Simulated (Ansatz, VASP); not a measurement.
**BaZrO3: VASP beside Ansatz**

```
Ba Zr O
1.0
    -2.11840    2.44097    4.09510
     2.11840   -2.44097    4.09510
     2.11840    2.44097   -4.09510
Ba Zr O
1 1 3
Direct
  0.00000 0.50000 0.50000
  0.50000 0.00000 0.50000
  0.16504 0.16504 0.00000
  0.83496 0.83496 0.00000
  0.50000 0.50000 0.00000
```

Alike in both runs: functional PBE; k mesh 12 × 12 × 12; occupations gaussian, width 0.1 eV; no spin polarisation.

Ansatz relaxed the structure, and its values are those at the end. VASP's run is a single point on that final structure, the one shown.

|  | VASP | Ansatz |
| --- | --- | --- |
| version | VASP 6.6.1 | Ansatz 0.2.0 |
| potentials or method | VASP PAW PBE potentials, release 64 (Ba_sv, Zr_sv, O), cutoff 520 eV | scalar-relativistic, plane waves, PAW |
| valence electrons in the cell | 40 | 40 |

```csv
,VASP,Ansatz,Ansatz less VASP
gap on the k mesh at the Fermi level (eV),none,none,-
pressure (GPa),2.4,0.0,-2.39
rms of the force components (eV/Å),0.082,0.001,-0.0814
```

A gap of «none» marks a metal or a gap that the smearing closes. With one functional, cell and mesh, what is left measures potentials, basis and numerics.

Neither program's run includes spin-orbit coupling.
